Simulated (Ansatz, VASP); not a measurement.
# Two plane-wave programs on SiC2

```
Si C
1.0
     2.70655    0.00000    0.00000
    -1.35328    2.34394    0.00000
     0.00000    0.00000    7.81361
Si C
2 4
Direct
  0.66667 0.33333 0.34159
  0.66667 0.33333 0.65841
  0.33333 0.66667 0.87150
  0.33333 0.66667 0.12850
  0.33333 0.66667 0.50000
  0.66667 0.33333 0.00000
```

Alike in both runs: task single point; functional PBE; k mesh 6 × 6 × 2; occupations gaussian, width 0.1 eV; collinear spin.

|  | VASP | Ansatz |
| --- | --- | --- |
| version | VASP 6.6.1 | Ansatz 0.2.0 |
| potentials or method | VASP PAW PBE potentials, release 64 (Si, C), cutoff 520 eV | scalar-relativistic, plane waves, PAW |
| valence electrons in the cell | 24 | 24 |

|  | VASP | Ansatz | Ansatz less VASP |
| --- | --- | --- | --- |
| gap on the k mesh at the Fermi level (eV) | none | none | - |
| pressure (GPa) | -0.1 | -0.2 | -0.12 |
| traceless stress, the component that is largest in VASP (GPa) | 0.01 | -0.06 | -0.073 |
| net moment per atom (μB) | 0.00 | 0.00 | 0.000 |

A gap of «none» marks a metal or a gap that the smearing closes. Ansatz's warnings: seeded moment not kept.

The k mesh is coarse, so the values compare programs but aren't converged.
